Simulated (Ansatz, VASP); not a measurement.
# InWS4: VASP beside Ansatz

File INCAR:

```
SYSTEM = InWS4
PREC     = Accurate       ! precision mode
ENCUT    = 520            ! plane-wave cutoff, eV
EDIFF    = 1E-6           ! SCF threshold, eV
ISMEAR   = 0              ! smearing method
SIGMA    = 0.1            ! smearing width, eV
LREAL    = .False.        ! projectors in reciprocal space
LASPH    = .True.         ! aspherical terms in the spheres
NELM     = 150            ! most SCF steps
ALGO     = Normal         ! electronic algorithm
ISIF     = 2              ! what is computed and relaxed
LWAVE    = .False.        ! write WAVECAR
LCHARG   = .True.         ! write CHGCAR
ISPIN    = 2              ! spin polarisation
MAGMOM   = 0.06 1.78 -0.21 -0.21 0.1 0.1 ! initial moments
LORBIT   = 11             ! projections on sites
LMAXMIX  = 4              ! l up to which the mixer works
GGA      = PE             ! functional
LELF     = .True.         ! ELF
LVHAR    = .True.       
NBANDS   = 38             ! bands
```

File KPOINTS:

```
Automatic mesh
0
Gamma
  3 3 4
  0 0 0
```

File POSCAR:

```
InWS4
1.0
    5.9417884500      0.0000000000      0.0000000000
   -2.9708942300      5.1457397400      0.0000000000
    0.0000000000      0.0000000000      5.0483104100
In W S
1 1 4
Direct
    0.0000000000      0.0000000000      0.2310791700
    0.0000000000      0.0000000000      0.6611044600
    0.3333333300      0.6666666700      0.8354744600
    0.6666666700      0.3333333300      0.8354744600
    0.3333333300      0.6666666700      0.3285958100
    0.6666666700      0.3333333300      0.3285958100
```

Input for Ansatz:

```yaml
crystal:
  lattice:
    - [5.94178845, 0.0, 0.0]
    - [-2.97089423, 5.14573974, 0.0]
    - [0.0, 0.0, 5.04831041]
  atoms:
    - { symbol: In, position: [0.0, 0.0, 0.23107917] }
    - { symbol: W, position: [0.0, 0.0, 0.66110446] }
    - { symbol: S, position: [0.33333333, 0.66666667, 0.83547446] }
    - { symbol: S, position: [0.66666667, 0.33333333, 0.83547446] }
    - { symbol: S, position: [0.33333333, 0.66666667, 0.32859581] }
    - { symbol: S, position: [0.66666667, 0.33333333, 0.32859581] }
basis:
  ecutwfc: 420
kpoints:
  mp_grid: { grid: [3, 3, 4] }
hamiltonian:
  xc: pbe
scf:
  occupations: { method: gaussian, width: 0.1 }
  lower_state_search: "off"
output:
  forces: true
  stress: true
  eigenvalues: true
  populations: true
magnetization:
  spin_polarized: true
```

Alike in both runs: task single point; functional PBE; k mesh 3 × 3 × 4; occupations gaussian, width 0.1 eV; collinear spin.

|  | VASP | Ansatz |
| --- | --- | --- |
| version | VASP 6.6.1 | Ansatz 0.2.0 |
| potentials or method | VASP PAW PBE potentials, release 64 (In_d, W_sv, S), cutoff 520 eV | scalar-relativistic, plane waves, PAW |
| valence electrons in the cell | 51 | 51 |

```tsv
	VASP	Ansatz	Ansatz less VASP
gap on the k mesh at the Fermi level (eV)	none	none	-
pressure (GPa)	-0.3	-0.3	-0.03
traceless stress, the component that is largest in VASP (GPa)	21.15	21.01	-0.143
rms of the force components (eV/Å)	4.160	4.124	-0.0356
net moment per atom (μB)	0.53	0.53	+0.001
size of the moment on the site where the two differ most (μB)	2.57	1.62	-0.950
```

Site moments also hang on the region over which each program counts them. Atom by atom the forces differ by 0.036 eV/Å (rms over components). A gap of «none» marks a metal or a gap that the smearing closes. Ansatz's warnings: no starting moments.

The k mesh is coarse, so the values compare programs but aren't converged. Neither program's run includes spin-orbit coupling.
